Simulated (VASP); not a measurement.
# C (P6_3/mmc) in VASP: further runs

C is run at these levels: PBEsol; tasks: single point.

Everything below comes from runs of VASP 6.6.1. Logs are shortened: lines on timing, memory, paths and dates and some standing lists are left out, and cuts for length are marked.

**1. The cell of the first run**

It takes space group P6_3/mmc (No. 194, hexagonal). Conventional cell: a = 2.461 Å, b = 2.461 Å, c = 4.163 Å, α = 90.00°, β = 90.00°, γ = 120.00°. C (site symmetry 3m) has 4 C at 1.51 to 1.56 Å within 2.0 Å.

**2. Single point, PBEsol (strained cell)**

INCAR reads:

```
SYSTEM = C
PREC = Accurate
ENCUT = 520
EDIFF = 1E-6
ISMEAR = 0
SIGMA = 0.02
LREAL = .FALSE.
LASPH = .TRUE.
NELM = 100
ALGO = Normal
ISIF = 2
LWAVE = .FALSE.
LCHARG = .FALSE.
GGA = PS
NBANDS = 16
```

KPOINTS reads:

```
Automatic mesh
0
G
  9 9 6
  0 0 0
```

POSCAR reads:

```
C
1.0
    2.4612466108      0.0000000000      0.0000000000
   -1.2306233054      2.1315020900      0.0000000000
    0.0000000000      0.0000000000      4.1627789746
C
4
Direct
    0.3333333333      0.6666666667      0.0000573175
    0.6666666667      0.3333333333      0.5000573175
    0.3333333333      0.6666666667      0.3739426825
    0.6666666667      0.3333333333      0.8739426825
```

Potentials or basis: VASP PAW PBE potentials, release 64 (C).

Launch:

```console
> cat potpaw_PBE.64/C/POTCAR > POTCAR
> mpirun -np 1 vasp_std > vasp.out
```

OUTCAR:

```text
SYSTEM = C
   PREC = Accurate
   ENCUT = 520
   EDIFF = 1E-6
   ISMEAR = 0
   LREAL = .FALSE.
   LASPH = .TRUE.
   NELM = 100
   ISIF = 2
   GGA = PS

 ion  position               nearest neighbor table
   1  0.333  0.667  0.000-   4 1.51   4 1.51   4 1.51   3 1.56
   2  0.667  0.333  0.500-   3 1.51   3 1.51   3 1.51   4 1.56
   3  0.333  0.667  0.374-   2 1.51   2 1.51   2 1.51   1 1.56
   4  0.667  0.333  0.874-   1 1.51   1 1.51   1 1.51   2 1.56

  LATTYP: Found a hexagonal cell.
 ALAT       =     2.4612466108
 C/A-ratio  =     1.6913294898

  Lattice vectors:

 A1 = (   2.4612466108,   0.0000000000,   0.0000000000)
 A2 = (  -1.2306233054,   2.1315020900,   0.0000000000)
 A3 = (   0.0000000000,   0.0000000000,   4.1627789746)

Analysis of symmetry for initial positions (statically):
=====================================================================
 Subroutine PRICEL returns:
 Original cell was already a primitive cell.

 Routine SETGRP: Setting up the symmetry group for a
 hexagonal supercell.

 Subroutine GETGRP returns: Found 24 space group operations
 (whereof  6 operations were pure point group operations)
 out of a pool of 24 trial point group operations.

The static configuration has the point symmetry C_3v.
 The point group associated with its full space group is D_6h.

Analysis of symmetry for dynamics (positions and initial velocities):
=====================================================================
 Subroutine PRICEL returns:
 Original cell was already a primitive cell.

 Routine SETGRP: Setting up the symmetry group for a
 hexagonal supercell.

 Subroutine GETGRP returns: Found 24 space group operations
 (whereof  6 operations were pure point group operations)
 out of a pool of 24 trial point group operations.

The dynamic configuration has the point symmetry C_3v.
 The point group associated with its full space group is D_6h.

 Subroutine INISYM returns: Found 24 space group operations
 (whereof  6 operations are pure point group operations),
 and found     1 'primitive' translations

----------------------------------------------------------------------------------------

                                     Primitive cell

  volume of cell :      21.8386

  direct lattice vectors                    reciprocal lattice vectors
     2.461246611  0.000000000  0.000000000     0.406298172  0.234576359  0.000000000
    -1.230623305  2.131502090  0.000000000     0.000000000  0.469152718  0.000000000
     0.000000000  0.000000000  4.162778975     0.000000000  0.000000000  0.240224140

  length of vectors
     2.461246611  2.461246611  4.162778975     0.469152719  0.469152718  0.240224140

  position of ions in fractional coordinates (direct lattice)
     0.333333333  0.666666667  0.000057318
     0.666666667  0.333333333  0.500057318
     0.333333333  0.666666667  0.373942683
     0.666666667  0.333333333  0.873942683

  ion indices of the primitive-cell ions
   primitive index   ion index
                 1           1
                 2           2
                 3           3
                 4           4

----------------------------------------------------------------------------------------

 KPOINTS: Automatic mesh

Automatic generation of k-mesh.
 Grid dimensions read from file:
 generate k-points for:    9    9    6

 Generating k-lattice:

  Cartesian coordinates                     Fractional coordinates (reciprocal lattice)
     0.045144241  0.026064040  0.000000000     0.111111111  0.000000000  0.000000000
     0.000000000  0.052128080  0.000000000     0.000000000  0.111111111  0.000000000
     0.000000000  0.000000000  0.040037357     0.000000000  0.000000000  0.166666667

  Length of vectors
     0.052128080  0.052128080  0.040037357

  Shift w.r.t. Gamma in fractional coordinates (k-lattice)
     0.000000000  0.000000000  0.000000000

 Subroutine IBZKPT returns following result:
 ===========================================

 Found     48 irreducible k-points:

 Following reciprocal coordinates:
            Coordinates               Weight
  0.000000  0.000000  0.000000      1.000000
  0.111111  0.000000  0.000000      6.000000
  0.222222  0.000000  0.000000      6.000000
  0.333333  0.000000  0.000000      6.000000
  0.444444  0.000000  0.000000      6.000000
  0.111111  0.111111  0.000000      6.000000
[... 16 lines left out ...]
  0.333333  0.222222  0.166667     24.000000
  0.333333  0.333333  0.166667      4.000000
 [... further k-points ...]
   k-points           NKPTS =     48   k-points in BZ     NKDIM =     48   number of bands    NBANDS=     16
   number of dos      NEDOS =    301   number of ions     NIONS =      4
   total plane-waves  NPLWV =  10368
   dimension x,y,z NGX =    18 NGY =   18 NGZ =   32
   dimension x,y,z NGXF=    36 NGYF=   36 NGZF=   64
   ions per type =               4
   NGX,Y,Z   is equivalent  to a cutoff of  12.16, 12.16, 12.78 a.u.
   NGXF,Y,Z  is equivalent  to a cutoff of  24.32, 24.32, 25.56 a.u.
 SYSTEM =  C
   PREC   = accura    normal or accurate (medium, high low for compatibility)
   ISTART =      0    job   : 0-new  1-cont  2-samecut
   ICHARG =      2    charge: 1-file 2-atom 10-const
   ISPIN  =      1    spin polarized calculation?
   LNONCOLLINEAR =      F non collinear calculations
   LSORBIT =      F    spin-orbit coupling
   LASPH  =      T    aspherical Exc in radial PAW
   ENCUT  =  520.0 eV  38.22 Ry    6.18 a.u.   4.58  4.58  7.74*2*pi/ulx,y,z
   NELM   =    100;   NELMIN=  2; NELMDL= -5     # of ELM steps
   EDIFF  = 0.1E-05   stopping-criterion for ELM
   LREAL  =      F    real-space projection
   EDIFFG = 0.1E-04   stopping-criterion for IOM
   NSW    =      0    number of steps for IOM
   IBRION =     -1    ionic relax: 0-MD 1-quasi-New 2-CG
   NFREE  =      0    steps in history (QN), initial steepest desc. (CG)
   ISIF   =      2    stress and relaxation
   ISYM   =      2    0-nonsym 1-usesym 2-fastsym
   POTIM  = 0.5000    time-step for ionic-motion
   TEBEG  =    0.0;   TEEND  =   0.0 temperature during run
   PSTRESS=    0.0 pullay stress
   NELECT =      16.0000    total number of electrons
   NUPDOWN=      -1.0000    fix difference up-down
   EMIN   =  10.00;   EMAX   =-10.00  energy-range for DOS
   EFERMI =   0.00;   METHOD = LEGACY
   ISMEAR =     0;   SIGMA  =   0.02  broadening in eV -4-tet -1-fermi 0-gaus
   EFERMI_NEDOS =   21; number of points for ismear=-14 and -15
   IALGO  =     38    algorithm
   IMIX   =      4    mixing-type and parameters
     AMIX     =   0.40;   BMIX     =  1.00
     AMIX_MAG =   1.60;   BMIX_MAG =  1.00
  volume/ion in A,a.u.               =       5.46        36.84
  Fermi-wavevector in a.u.,A,eV,Ry     =   1.475843  2.788938 29.635009  2.178112
  Thomas-Fermi vector in A             =   2.590442
   LORBIT       =      0    0 simple, 1 ext, 2 COOP (PROOUT), +10 PAW based schemes
   GGA     = PS    functional components
   LHFCALC =     F    Hartree Fock is set to
   AEXX    =    0.0000 exact exchange contribution
   IVDW    =     0    specifies the selected vdW correction
   LEPSILON=     F    determine dielectric tensor
   LRPA    =     F    only Hartree local field effects (RPA)
 non-spin polarized calculation
 Gauss-broadening in eV      SIGMA  =   0.02
  energy-cutoff  :      520.00
  volume of cell :       21.84
 maximum number of plane-waves:       608
   NGX =  9   NGY =  9   NGZ = 15

 number of electron      15.9999994 magnetization

 Free energy of the ion-electron system (eV)
  ---------------------------------------------------
  ext. energy  EPLUGINS =         0.00000000
  ---------------------------------------------------
  free energy    TOTEN  =       -38.35440178 eV

  energy without entropy =      -38.35440178  energy(sigma->0) =      -38.35440178

 E-fermi :  10.7598     XC(G=0): -13.6174

 val. band max:       10.5907204894   @ k =   0.0000   0.0000   0.0000
 cond. band min:      13.4636617526   @ k =   0.3333   0.3333   0.0000
 fundamental gap:      2.8729412632
 Fermi energy:        10.7598055271

 k-point     1 :       0.0000    0.0000    0.0000
  band No.  band energies     occupation
      1     -11.7965      2.00000
      2      -6.1785      2.00000
      3      -3.6637      2.00000
      4       7.5312      2.00000
      5       7.5312      2.00000
      6       9.9954      2.00000
[... 8 lines left out ...]
     15      25.7853      0.00000
     16      28.5282      0.00000

 k-point     2 :       0.1111    0.0000    0.0000
  band No.  band energies     occupation
      1     -11.4772      2.00000
      2      -5.8925      2.00000
      3      -3.3586      2.00000
      4       6.0369      2.00000
      5       6.8936      2.00000
      6       9.3072      2.00000
[... 8 lines left out ...]
     15      26.1251      0.00000
     16      27.2326      0.00000

 k-point     3 :       0.2222    0.0000    0.0000
  band No.  band energies     occupation
      1     -10.5255      2.00000
      2      -5.0390      2.00000
      3      -2.4779      2.00000
      4       2.9059      2.00000
      5       5.6605      2.00000
      6       6.6226      2.00000
[... 8 lines left out ...]
     15      25.3778      0.00000
     16      26.6860      0.00000

 k-point     4 :       0.3333    0.0000    0.0000
  band No.  band energies     occupation
      1      -8.9666      2.00000
      2      -3.6364      2.00000
      3      -1.4476      2.00000
      4      -0.1294      2.00000
      5       3.6589      2.00000
      6       4.6025      2.00000
[... 8 lines left out ...]
     15      25.9495      0.00000
     16      27.4336      0.00000
[... 324 lines left out ...]
 k-point    22 :       0.2222    0.2222    0.1667
  band No.  band energies     occupation
      1      -7.8690      2.00000
      2      -3.8132      2.00000
      3      -0.7990      2.00000
      4       1.3697      2.00000
      5       1.6824      2.00000
      6       2.9105      2.00000
[... 8 lines left out ...]
     15      24.5103      0.00000
     16      26.9172      0.00000

 k-point    23 :       0.3333    0.2222    0.1667
  band No.  band energies     occupation
      1      -5.8803      2.00000
      2      -3.0871      2.00000
      3      -1.8459      2.00000
      4       0.4529      2.00000
      5       0.8136      2.00000
      6       2.7245      2.00000
[... 8 lines left out ...]
     15      26.0568      0.00000
     16      27.5916      0.00000

 k-point    24 :       0.3333    0.3333    0.1667
  band No.  band energies     occupation
      1      -4.1059      2.00000
      2      -4.1059      2.00000
      3      -0.8867      2.00000
      4      -0.2199      2.00000
      5      -0.2199      2.00000
      6       2.6117      2.00000
[... 8 lines left out ...]
     15      26.8367      0.00000
     16      26.8367      0.00000

 [... further k-points ...]
[... 5 lines left out ...]
  --------------------------------------------------------------------------------------
  -------------------------------------------------------------------------------------
  Total        3.0841329      3.0841329      0.1454446      0.0000000      0.0000000      0.0000000
  in kB      226.2660601    226.2660601     10.6704773      0.0000000      0.0000000      0.0000000
  external PRESSURE =     154.4008658 kB  Pullay stress =       0.0000000 kB

 VOLUME and BASIS-vectors are now :
 -----------------------------------------------------------------------------
  energy-cutoff  :      520.00
  volume of cell :       21.84
      direct lattice vectors                 reciprocal lattice vectors
     2.461246611  0.000000000  0.000000000     0.406298172  0.234576359  0.000000000
    -1.230623305  2.131502090  0.000000000     0.000000000  0.469152718  0.000000000
     0.000000000  0.000000000  4.162778975     0.000000000  0.000000000  0.240224140

 POSITION                                       TOTAL-FORCE (eV/Angst)
 -----------------------------------------------------------------------------------
     -0.00000      1.42100      0.00024        -0.000000     -0.000000      0.011791
      1.23062      0.71050      2.08163         0.000000     -0.000000      0.011791
     -0.00000      1.42100      1.55664        -0.000000      0.000000     -0.011791
      1.23062      0.71050      3.63803         0.000000     -0.000000     -0.011791
 -----------------------------------------------------------------------------------
    total drift:                               -0.000000      0.000000      0.000002

  FREE ENERGIE OF THE ION-ELECTRON SYSTEM (eV)
  ---------------------------------------------------
  free  energy   TOTEN  =       -38.3544017802 eV

  energy  without entropy=      -38.3544017802  energy(sigma->0) =      -38.35440178
```

Run time: 7.8 s. Hardware: 1 thread of Intel Xeon 6975P-C (Granite Rapids), shared host; peak memory 0.12 GiB.

Results:

```yaml
Free_energy: -38.3544 eV
Pressure: 15.4 GPa
Largest_force: 0.012 eV/Å
Band_gap_on_the_k_mesh: 2.87 eV, indirect (least direct gap 4.95 eV)
```

Forces on the atoms (eV/Å):
```
C    0.000  0.000  0.012
C    0.000  0.000  0.012
C    0.000  0.000 -0.012
C    0.000  0.000 -0.012
```

Stress tensor (GPa, compression positive):
```
22.63  0.00  0.00
 0.00 22.63  0.00
 0.00  0.00  1.07
```

Caveat: the cell differs from its parent crystal (strained cell); the PAW data sets were made with another functional, which shifts forces and pressure a little.

**3. Single point, PBEsol (strained cell)**

INCAR reads:

```
SYSTEM = C
ALGO     = Normal         ! electronic algorithm
EDIFF    = 1E-6           ! SCF threshold, eV
ENCUT    = 520            ! plane-wave cutoff, eV
GGA      = PS             ! functional
ISIF     = 2              ! what is computed and relaxed
ISMEAR   = 0              ! smearing method
LASPH    = .TRUE.         ! aspherical terms in the spheres
LCHARG   = .FALSE.        ! write CHGCAR
LREAL    = .FALSE.        ! projectors in reciprocal space
LWAVE    = .FALSE.        ! write WAVECAR
NBANDS   = 16             ! bands
NELM     = 80             ! most SCF steps
PREC     = Accurate       ! precision mode
SIGMA    = 0.02           ! smearing width, eV
```

KPOINTS reads:

```
k-points
0
G
  9 9 6
  0 0 0
```

POSCAR, as its differences from that of step 2:

```diff
@@ -4,3 +4,3 @@
    -1.2306233054      2.1315020900      0.0000000000
-    0.0000000000      0.0000000000      4.1627789746
+    0.0000000000      0.0000000000      4.1625633114
 C
```

Potentials or basis: VASP PAW PBE potentials, release 64 (C).

Launch:

```console
> cat potpaw_PBE.64/C/POTCAR > POTCAR
> mpirun -np 1 vasp_std > vasp.out
```

Wall time 6.3 s (1 thread of Intel Xeon 6975P-C (Granite Rapids), shared host); peak memory 0.12 GiB.

It converged, with:

- Free energy: -38.3544 eV
- Pressure: 15.5 GPa
- Largest force: 0.012 eV/Å
- Band gap on the k mesh: 2.87 eV, indirect (least direct gap 4.95 eV)

Forces on the atoms (eV/Å):
```
C    0.000  0.000  0.012
C    0.000  0.000  0.012
C    0.000  0.000 -0.012
C    0.000  0.000 -0.012
```

Stress tensor (GPa, compression positive):
```
22.63  0.00  0.00
 0.00 22.63  0.00
 0.00  0.00  1.14
```

Levels at points of the mesh, in eV from the valence-band top:
```csv
k point,band 5,band 6,band 7,band 8,band 9,band 10,band 11,band 12
"(0.00, 0.00, 0.00)",-3.06,-0.60,0.00,0.00,4.95,5.14,5.14,9.00
"(0.00, 0.00, 0.50)",-1.83,-1.83,-1.83,-1.83,7.42,7.42,7.42,7.42
```

Caveat: the cell differs from its parent crystal (strained cell); the PAW data sets were made with another functional, which shifts forces and pressure a little. A k mesh can miss the band edges.

**4. Single point, PBEsol**

INCAR reads:

```
SYSTEM = C
  PREC = Accurate
  ENCUT = 520
  EDIFF = 1E-6
  ISMEAR = 0
  SIGMA = 0.01
  LREAL = .FALSE.
  LASPH = .TRUE.
  NELM = 60
  ALGO = Normal
  ISIF = 2
  LWAVE = .FALSE.
  LCHARG = .FALSE.
  GGA = PS
  NBANDS = 16
```

KPOINTS reads:

```
regular mesh
0
G
  9 9 6
  0 0 0
```

POSCAR is that of step 3.

Launch:

```console
> cat potpaw_PBE.64/C/POTCAR > POTCAR
> mpirun -np 1 vasp_std > vasp.out
```

It took 6.5 s on 1 thread of Intel Xeon 6975P-C (Granite Rapids), shared host; peak memory 0.13 GiB.

Results (log left out):

```yaml
Free_energy: -38.3544 eV
Pressure: 15.5 GPa
Largest_force: 0.012 eV/Å
Band_gap_on_the_k_mesh: 2.87 eV, indirect (least direct gap 4.95 eV)
```

Forces in eV/Å, atoms in the order of the input:
```
C    0.000  0.000  0.012
C    0.000  0.000  0.012
C    0.000  0.000 -0.012
C    0.000  0.000 -0.012
```

Stress tensor (GPa, compression positive):
```
22.63  0.00  0.00
 0.00 22.63  0.00
 0.00  0.00  1.14
```

Levels at points of the mesh, in eV from the valence-band top:
```csv
k point,band 6,band 7,band 8,band 9,band 10,band 11
"(0.00, 0.00, 0.00)",-0.60,0.00,0.00,4.95,5.14,5.14
"(0.00, 0.00, 0.50)",-1.83,-1.83,-1.83,7.42,7.42,7.42
```

Caveat: the PAW data sets were made with another functional, which shifts forces and pressure a little. As with any semilocal functional, this PBEsol gap is likely too small.

**5. Single point, PBEsol**

INCAR reads:

```
PREC = Accurate ; ENCUT = 520
EDIFF = 1E-6 ; ISMEAR = 0
SIGMA = 0.01 ; LREAL = False
LASPH = True ; NELM = 60
ALGO = Normal ; ISIF = 2
LWAVE = False ; LCHARG = False
GGA = PS ; NBANDS = 16
```

KPOINTS reads:

```
regular mesh
0
Gamma
  9 9 6
```

POSCAR is that of step 4.

Launch:

```console
> cat potpaw_PBE.64/C/POTCAR > POTCAR
> mpirun -np 1 vasp_std > vasp.out
```

Wall time 7.9 s (1 thread of Intel Xeon 6975P-C (Granite Rapids), shared host); peak memory 0.12 GiB.

Results (log left out):

- Free energy: -38.3544 eV
- Pressure: 15.5 GPa
- Largest force: 0.012 eV/Å
- Band gap on the k mesh: 2.87 eV, indirect (least direct gap 4.95 eV)

Forces on the atoms (eV/Å):
```
C    0.000  0.000  0.012
C    0.000  0.000  0.012
C    0.000  0.000 -0.012
C    0.000  0.000 -0.012
```

Stress tensor (GPa, compression positive):
```
22.63  0.00  0.00
 0.00 22.63  0.00
 0.00  0.00  1.14
```

Levels at points of the mesh, in eV from the valence-band top:
| k point | band 5 | band 6 | band 7 | band 8 | band 9 | band 10 | band 11 | band 12 |
| --- | --- | --- | --- | --- | --- | --- | --- | --- |
| (0.00, 0.00, 0.00) | -3.06 | -0.60 | 0.00 | 0.00 | 4.95 | 5.14 | 5.14 | 9.00 |
| (0.00, 0.00, 0.50) | -1.83 | -1.83 | -1.83 | -1.83 | 7.42 | 7.42 | 7.42 | 7.42 |

Caveat: the PAW data sets were made with another functional, which shifts forces and pressure a little. A k mesh can miss the band edges.
